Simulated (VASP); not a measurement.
HfO2:

```
Hf O
1.0
     0.00000    2.55750    2.55750
     2.55750    0.00000    2.55750
     2.55750    2.55750    0.00000
Hf O
1 2
Cartesian
  0.0000 0.0000 0.0000
  1.2788 1.2788 1.2788
  3.8363 3.8363 3.8363
```

```yaml
Program: VASP 6.6.1
Task: relaxation of cell and atoms
Functional: PBEsol
Potentials_or_basis: VASP PAW PBE potentials, release 64 (Hf_pv, O)
Cutoff: 600 eV
k_mesh: 7 × 7 × 7
Occupations: gaussian, width 0.01 eV
Spin: no spin polarisation
```

At the start: pressure -13.7 GPa; volume 11.15 Å³/atom.

Question: How do energy, volume and symmetry change on relaxing?

Answer: Over 4 steps the energy falls by 28.0 meV/atom and the volume is 10.53 Å³/atom (-5.5 %); space group Fm-3m (No. 225, to 0.1 Å) before and after.

Step by step:
| step | energy change (eV) | largest force (eV/Å) | pressure (GPa) | volume (Å³) |
| --- | --- | --- | --- | --- |
| 1 | 0.0000 | 0.0000 | -13.75 | 33.46 |
| 2 | 0.1212 | 0.0000 | 27.64 | 29.03 |
| 3 | -0.0839 | 0.0000 | -0.36 | 31.64 |
| 4 | -0.0839 | 0.0000 | -0.03 | 31.60 |

Final structure:
```
CELL_PARAMETERS angstrom
0.00000 2.50932 2.50932
2.50932 0.00000 2.50932
2.50932 2.50932 0.00000
ATOMIC_POSITIONS crystal
Hf 0.00000 0.00000 0.00000
O 0.25000 0.25000 0.25000
O 0.75000 0.75000 0.75000
```

Caveat: the PAW data sets were made with another functional, which shifts forces and pressure a little.
